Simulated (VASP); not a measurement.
Write the native input for VASP 6.6.1 that does the following.

| Quantity | Value |
| --- | --- |
| Task | single point |
| Functional | PBE |
| Potentials or basis | VASP PAW PBE potentials, release 64 (Al, O) |
| Cutoff | 520 eV |
| k mesh | 6 × 6 × 6 |
| Occupations | gaussian, width 0.1 eV |
| Spin | no spin polarisation |
| Dipole correction | no |
| Further INCAR settings | ALGO = Normal; EDIFF = 1e-07; NBANDS = 35 |

The structure of Al2O3 lies in POSCAR:

```
Al2O3
1.0
    2.3785016400      1.3732285600      4.3292298300
   -2.3785016400      1.3732285600      4.3292298300
    0.0000000000     -2.7464571200      4.3292298300
Al O
4 6
Direct
    0.8521800000      0.8521800000      0.8521800000
    0.6478200000      0.6478200000      0.6478200000
    0.1478200000      0.1478200000      0.1478200000
    0.3521800000      0.3521800000      0.3521800000
    0.0562500000      0.4437500000      0.7500000000
    0.7500000000      0.0562500000      0.4437500000
    0.4437500000      0.7500000000      0.0562500000
    0.9437500000      0.5562500000      0.2500000000
    0.2500000000      0.9437500000      0.5562500000
    0.5562500000      0.2500000000      0.9437500000
```

These files were run (other wordings do the same):

INCAR

```
SYSTEM = Al2O3
ALGO     = Normal         ! electronic algorithm
EDIFF    = 1E-7           ! SCF threshold, eV
ENCUT    = 520            ! plane-wave cutoff, eV
GGA      = PE             ! functional
ISIF     = 2              ! what is computed and relaxed
ISMEAR   = 0              ! smearing method
LASPH    = .TRUE.         ! aspherical terms in the spheres
LCHARG   = .TRUE.         ! write CHGCAR
LELF     = .TRUE.         ! ELF
LREAL    = .FALSE.        ! projectors in reciprocal space
LVHAR    = .TRUE.       
LWAVE    = .FALSE.        ! write WAVECAR
NBANDS   = 35             ! bands
NELM     = 60             ! most SCF steps
PREC     = Accurate       ! precision mode
SIGMA    = 0.1            ! smearing width, eV
```

KPOINTS

```
k-points
0
G
  6 6 6
  0 0 0
```

Potentials or basis: VASP PAW PBE potentials, release 64 (Al, O).

Run with:

```console
$ cat potpaw_PBE.64/Al/POTCAR potpaw_PBE.64/O/POTCAR > POTCAR
$ mpirun -np 1 vasp_std > vasp.out
```

Results of the run:

| Item | Value |
| --- | --- |
| Pressure | 7.8 GPa |
| Largest force | 0.025 eV/Å |
| Band gap on the k mesh | 6.25 eV |

Caveat: the cell stands under pressure.

Wall time 63 s on 1 thread of Intel(R) Xeon(R) 6975P-C (Granite Rapids), on a shared host, peak memory 0.25 GiB.
